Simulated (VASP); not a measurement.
# AlN (P6_3/mmc) in VASP: further runs

The runs below take AlN through single point, with PBEsol.

All numbers are computed with VASP 6.6.1; they aren't measurements. Logs are shortened: lines on timing, memory, paths and dates and some standing lists are left out, and cuts for length are marked.

## (1) The cell of the first run

Symmetry: P6_3/mmc, No. 194, hexagonal system. Conventional cell: a = 3.401 Å, b = 3.401 Å, c = 4.099 Å, α = 90.00°, β = 90.00°, γ = 120.00°. Al (site symmetry -6m2) has 5 N at 1.96 to 2.05 Å within 2.6 Å. N (site symmetry -6m2) has 5 Al at 1.96 to 2.05 Å within 2.6 Å.

## (2) Single point, PBEsol

Input file INCAR:

```
SYSTEM = AlN
PREC = Accurate ; ENCUT = 520
EDIFF = 1E-6 ; ISMEAR = 0
SIGMA = 0.05 ; LREAL = .FALSE.
LASPH = .TRUE. ; NELM = 80
ALGO = Normal ; ISIF = 2
LWAVE = .FALSE. ; LCHARG = .TRUE.
GGA = PS ; LELF = .TRUE.
LVHAR = .TRUE. ; NBANDS = 16
```

Input file KPOINTS:

```
regular mesh
0
G
  9 9 6
  0 0 0
```

Input file POSCAR:

```
AlN
1.0
    3.4005000000      0.0000000000      0.0000000000
   -1.7002500000      2.9449193856      0.0000000000
    0.0000000000      0.0000000000      4.0986000000
Al N
2 2
Direct
    0.3333333333      0.6666666667      0.7500000000
    0.6666666667      0.3333333333      0.2500000000
    0.3333333333      0.6666666667      0.2500000000
    0.6666666667      0.3333333333      0.7500000000
```

Potentials or basis: VASP PAW PBE potentials, release 64 (Al, N).

Run with:

```console
> cat potpaw_PBE.64/Al/POTCAR potpaw_PBE.64/N/POTCAR > POTCAR
> mpirun -np 1 vasp_std > vasp.out
```

OUTCAR:

```text
SYSTEM = AlN
   PREC = Accurate
   ENCUT = 520
   EDIFF = 1E-6
   ISMEAR = 0
   LREAL = .FALSE.
   LASPH = .TRUE.
   NELM = 80
   ISIF = 2
   GGA = PS

 ion  position               nearest neighbor table
   1  0.333  0.667  0.750-   4 1.96   4 1.96   4 1.96   3 2.05   3 2.05   2 2.84   2 2.84   2 2.84
                             2 2.84   2 2.84   2 2.84
   2  0.667  0.333  0.250-   3 1.96   3 1.96   3 1.96   4 2.05   4 2.05   1 2.84   1 2.84   1 2.84
                             1 2.84   1 2.84   1 2.84
   3  0.333  0.667  0.250-   2 1.96   2 1.96   2 1.96   1 2.05   1 2.05
   4  0.667  0.333  0.750-   1 1.96   1 1.96   1 1.96   2 2.05   2 2.05

  LATTYP: Found a hexagonal cell.
 ALAT       =     3.4005000000
 C/A-ratio  =     1.2052933392

  Lattice vectors:

 A1 = (   3.4005000000,   0.0000000000,   0.0000000000)
 A2 = (  -1.7002500000,   2.9449193856,   0.0000000000)
 A3 = (   0.0000000000,   0.0000000000,   4.0986000000)

Analysis of symmetry for initial positions (statically):
=====================================================================
 Subroutine PRICEL returns:
 Original cell was already a primitive cell.

 Routine SETGRP: Setting up the symmetry group for a
 hexagonal supercell.

 Subroutine GETGRP returns: Found 24 space group operations
 (whereof 12 operations were pure point group operations)
 out of a pool of 24 trial point group operations.

The static configuration has the point symmetry D_3d.
 The point group associated with its full space group is D_6h.

Analysis of symmetry for dynamics (positions and initial velocities):
=====================================================================
 Subroutine PRICEL returns:
 Original cell was already a primitive cell.

 Routine SETGRP: Setting up the symmetry group for a
 hexagonal supercell.

 Subroutine GETGRP returns: Found 24 space group operations
 (whereof 12 operations were pure point group operations)
 out of a pool of 24 trial point group operations.

The dynamic configuration has the point symmetry D_3d.
 The point group associated with its full space group is D_6h.

 Subroutine INISYM returns: Found 24 space group operations
 (whereof 12 operations are pure point group operations),
 and found     1 'primitive' translations

----------------------------------------------------------------------------------------

                                     Primitive cell

  volume of cell :      41.0442

  direct lattice vectors                    reciprocal lattice vectors
     3.400500000  0.000000000  0.000000000     0.294074401  0.169783934  0.000000000
    -1.700250000  2.944919386  0.000000000     0.000000000  0.339567869  0.000000000
     0.000000000  0.000000000  4.098600000     0.000000000  0.000000000  0.243985751

  length of vectors
     3.400500000  3.400500000  4.098600000     0.339567869  0.339567869  0.243985751

  position of ions in fractional coordinates (direct lattice)
     0.333333333  0.666666667  0.750000000
     0.666666667  0.333333333  0.250000000
     0.333333333  0.666666667  0.250000000
     0.666666667  0.333333333  0.750000000

  ion indices of the primitive-cell ions
   primitive index   ion index
                 1           1
                 2           2
                 3           3
                 4           4

----------------------------------------------------------------------------------------

 KPOINTS: regular mesh

Automatic generation of k-mesh.
 Grid dimensions read from file:
 generate k-points for:    9    9    6

 Generating k-lattice:

  Cartesian coordinates                     Fractional coordinates (reciprocal lattice)
     0.032674933  0.018864882  0.000000000     0.111111111 -0.000000000  0.000000000
     0.000000000  0.037729763  0.000000000     0.000000000  0.111111111  0.000000000
     0.000000000  0.000000000  0.040664292     0.000000000  0.000000000  0.166666667

  Length of vectors
     0.037729763  0.037729763  0.040664292

  Shift w.r.t. Gamma in fractional coordinates (k-lattice)
     0.000000000  0.000000000  0.000000000

 Subroutine IBZKPT returns following result:
 ===========================================

 Found     48 irreducible k-points:

 Following reciprocal coordinates:
            Coordinates               Weight
  0.000000  0.000000  0.000000      1.000000
  0.111111 -0.000000  0.000000      6.000000
  0.222222 -0.000000  0.000000      6.000000
  0.333333  0.000000  0.000000      6.000000
  0.444444 -0.000000  0.000000      6.000000
  0.111111  0.111111  0.000000      6.000000
[... 16 lines left out ...]
  0.333333  0.222222  0.166667     24.000000
  0.333333  0.333333  0.166667      4.000000
 [... further k-points ...]
   k-points           NKPTS =     48   k-points in BZ     NKDIM =     48   number of bands    NBANDS=     16
   number of dos      NEDOS =    301   number of ions     NIONS =      4
   total plane-waves  NPLWV =  23520
   dimension x,y,z NGX =    28 NGY =   28 NGZ =   30
   dimension x,y,z NGXF=    56 NGYF=   56 NGZF=   60
   ions per type =               2   2
   NGX,Y,Z   is equivalent  to a cutoff of  13.69, 13.69, 12.17 a.u.
   NGXF,Y,Z  is equivalent  to a cutoff of  27.38, 27.38, 24.34 a.u.
 SYSTEM =  AlN
   PREC   = accura    normal or accurate (medium, high low for compatibility)
   ISTART =      0    job   : 0-new  1-cont  2-samecut
   ICHARG =      2    charge: 1-file 2-atom 10-const
   ISPIN  =      1    spin polarized calculation?
   LNONCOLLINEAR =      F non collinear calculations
   LSORBIT =      F    spin-orbit coupling
   LASPH  =      T    aspherical Exc in radial PAW
   ENCUT  =  520.0 eV  38.22 Ry    6.18 a.u.   6.32  6.32  7.62*2*pi/ulx,y,z
   NELM   =     80;   NELMIN=  2; NELMDL= -5     # of ELM steps
   EDIFF  = 0.1E-05   stopping-criterion for ELM
   LREAL  =      F    real-space projection
   EDIFFG = 0.1E-04   stopping-criterion for IOM
   NSW    =      0    number of steps for IOM
   IBRION =     -1    ionic relax: 0-MD 1-quasi-New 2-CG
   NFREE  =      0    steps in history (QN), initial steepest desc. (CG)
   ISIF   =      2    stress and relaxation
   ISYM   =      2    0-nonsym 1-usesym 2-fastsym
   POTIM  = 0.5000    time-step for ionic-motion
   TEBEG  =    0.0;   TEEND  =   0.0 temperature during run
   PSTRESS=    0.0 pullay stress
   NELECT =      16.0000    total number of electrons
   NUPDOWN=      -1.0000    fix difference up-down
   EMIN   =  10.00;   EMAX   =-10.00  energy-range for DOS
   EFERMI =   0.00;   METHOD = LEGACY
   ISMEAR =     0;   SIGMA  =   0.05  broadening in eV -4-tet -1-fermi 0-gaus
   EFERMI_NEDOS =   21; number of points for ismear=-14 and -15
   IALGO  =     38    algorithm
   IMIX   =      4    mixing-type and parameters
     AMIX     =   0.40;   BMIX     =  1.00
     AMIX_MAG =   1.60;   BMIX_MAG =  1.00
  volume/ion in A,a.u.               =      10.26        69.24
  Fermi-wavevector in a.u.,A,eV,Ry     =   1.195907  2.259937 19.458980  1.430195
  Thomas-Fermi vector in A             =   2.331861
   LORBIT       =      0    0 simple, 1 ext, 2 COOP (PROOUT), +10 PAW based schemes
   GGA     = PS    functional components
   LHFCALC =     F    Hartree Fock is set to
   AEXX    =    0.0000 exact exchange contribution
   IVDW    =     0    specifies the selected vdW correction
   LEPSILON=     F    determine dielectric tensor
   LRPA    =     F    only Hartree local field effects (RPA)
 non-spin polarized calculation
 Gauss-broadening in eV      SIGMA  =   0.05
  energy-cutoff  :      520.00
  volume of cell :       41.04
 maximum number of plane-waves:      1118
 NGX is ok and might be reduce to    28
   NGX = 13   NGY = 13   NGZ = 15

 number of electron      16.0000002 magnetization

 Free energy of the ion-electron system (eV)
  ---------------------------------------------------
  ext. energy  EPLUGINS =         0.00000000
  ---------------------------------------------------
  free energy    TOTEN  =       -30.85425174 eV

  energy without entropy =      -30.85425174  energy(sigma->0) =      -30.85425174

 E-fermi :   7.5227     XC(G=0): -11.2059

 val. band max:        7.2857863667   @ k =   0.0000   0.0000   0.0000
 cond. band min:      10.3953670047   @ k =   0.0000   0.0000   0.0000
 fundamental gap:      3.1095806380
 Fermi energy:         7.5226803840

 k-point     1 :       0.0000    0.0000    0.0000
  band No.  band energies     occupation
      1      -9.0498      2.00000
      2      -5.2950      2.00000
      3       0.8561      2.00000
      4       4.1536      2.00000
      5       4.1536      2.00000
      6       6.0323      2.00000
[... 8 lines left out ...]
     15      18.9951      0.00000
     16      18.9951      0.00000

 k-point     2 :       0.1111   -0.0000    0.0000
  band No.  band energies     occupation
      1      -8.9181      2.00000
      2      -5.3136      2.00000
      3       0.9961      2.00000
      4       3.7003      2.00000
      5       3.9570      2.00000
      6       5.5450      2.00000
[... 8 lines left out ...]
     15      18.4717      0.00000
     16      18.7470      0.00000

 k-point     3 :       0.2222   -0.0000    0.0000
  band No.  band energies     occupation
      1      -8.5402      2.00000
      2      -5.4078      2.00000
      3       1.4036      2.00000
      4       2.7218      2.00000
      5       3.5551      2.00000
      6       4.7000      2.00000
[... 8 lines left out ...]
     15      17.5837      0.00000
     16      19.6059      0.00000
[... 362 lines left out ...]
 k-point    23 :       0.3333    0.2222    0.1667
  band No.  band energies     occupation
      1      -7.0124      2.00000
      2      -6.2079      2.00000
      3       1.0950      2.00000
      4       1.7999      2.00000
      5       2.5544      2.00000
      6       4.4178      2.00000
[... 8 lines left out ...]
     15      18.9689      0.00000
     16      20.3726      0.00000

 k-point    24 :       0.3333    0.3333    0.1667
  band No.  band energies     occupation
      1      -6.5682      2.00000
      2      -6.5682      2.00000
      3       1.0845      2.00000
      4       2.0260      2.00000
      5       2.0260      2.00000
      6       4.8519      2.00000
[... 8 lines left out ...]
     15      18.6115      0.00000
     16      20.3299      0.00000

 [... further k-points ...]

------------------------ aborting loop because EDIFF is reached ----------------------------------------

  FORCE on cell =-STRESS in cart. coord.  units (eV):
  Direction    XX          YY          ZZ          XY          YZ          ZX
  --------------------------------------------------------------------------------------
  -------------------------------------------------------------------------------------
  Total       -3.2034290     -3.2034290     -1.2238529      0.0000000      0.0000000      0.0000000
  in kB     -125.0471979   -125.0471979    -47.7736119      0.0000000      0.0000000      0.0000000
  external PRESSURE =     -99.2893359 kB  Pullay stress =       0.0000000 kB

 VOLUME and BASIS-vectors are now :
 -----------------------------------------------------------------------------
  energy-cutoff  :      520.00
  volume of cell :       41.04
      direct lattice vectors                 reciprocal lattice vectors
     3.400500000  0.000000000  0.000000000     0.294074401  0.169783934  0.000000000
    -1.700250000  2.944919386  0.000000000     0.000000000  0.339567869  0.000000000
     0.000000000  0.000000000  4.098600000     0.000000000  0.000000000  0.243985751

 POSITION                                       TOTAL-FORCE (eV/Angst)
 -----------------------------------------------------------------------------------
     -0.00000      1.96328      3.07395        -0.000000      0.000000     -0.000000
      1.70025      0.98164      1.02465        -0.000000      0.000000      0.000000
     -0.00000      1.96328      1.02465        -0.000000      0.000000     -0.000000
      1.70025      0.98164      3.07395         0.000000     -0.000000     -0.000000
 -----------------------------------------------------------------------------------
    total drift:                               -0.000000      0.000000     -0.000000

  FREE ENERGIE OF THE ION-ELECTRON SYSTEM (eV)
  ---------------------------------------------------
  free  energy   TOTEN  =       -30.8542517388 eV

  energy  without entropy=      -30.8542517388  energy(sigma->0) =      -30.85425174
```

Run time: 17 s. Hardware: 1 thread of Intel Xeon 6975P-C, shared host; peak memory 0.17 GiB.

What came out:

- Free energy: -30.8543 eV
- Pressure: -9.9 GPa
- Band gap on the k mesh: 3.11 eV, direct

Levels at points of the mesh, in eV from the valence-band top:
```tsv
k point	band 4	band 5	band 6	band 7	band 8	band 9	band 10	band 11	band 12	band 13
(0.00, 0.00, 0.00)	-3.13	-3.13	-1.25	-1.25	0.00	3.11	4.14	7.94	7.94	11.14
(0.00, 0.00, 0.50)	-3.55	-2.23	-2.23	-2.23	-2.23	5.56	5.56	8.06	8.06	8.06
```

Caveat: the PAW data sets were made with another functional, which shifts forces and pressure a little. Expect the measured gap to be larger: semilocal functionals such as PBEsol lack the derivative discontinuity.

[end of part 1 of 2]
